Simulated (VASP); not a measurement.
AlNi (v.f):

```
Ni Al
1.0
     2.86000    0.00000    0.00000
     0.00000    2.86000    0.00000
     0.00000    0.00000    2.86000
Ni Al
1 1
Direct
  0.00000 0.00000 0.00000
  0.50000 0.50000 0.50000
```

```yaml
Program: VASP 6.6.1
Task: relaxation of cell and atoms
Functional: PBE
Potentials_or_basis: VASP PAW PBE potentials, release 64 (Ni, Al)
Cutoff: 600 eV
k_mesh: 14 × 14 × 14
Occupations: gaussian, width 0.1 eV
Spin: no spin polarisation
```

At the start: pressure 5.9 GPa; volume 11.70 Å³/atom.

Problem. Where does the relaxation end?

Solution. Over 3 steps the energy falls by 7.3 meV/atom and the volume is 12.11 Å³/atom (+3.5 %); space group Pm-3m (No. 221, to 0.05 Å).

Step by step:
```csv
step,energy change (eV),largest force (eV/Å),pressure (GPa),volume (Å³)
1,0.0000,0.0000,5.88,23.39
2,-0.0060,0.0000,-4.06,24.88
3,-0.0146,0.0000,-0.02,24.22
```

Final structure:
```
Ni Al
1.0
     2.89315    0.00000    0.00000
     0.00000    2.89315    0.00000
     0.00000    0.00000    2.89315
Ni Al
1 1
Direct
  0.00000 0.00000 0.00000
  0.50000 0.50000 0.50000
```
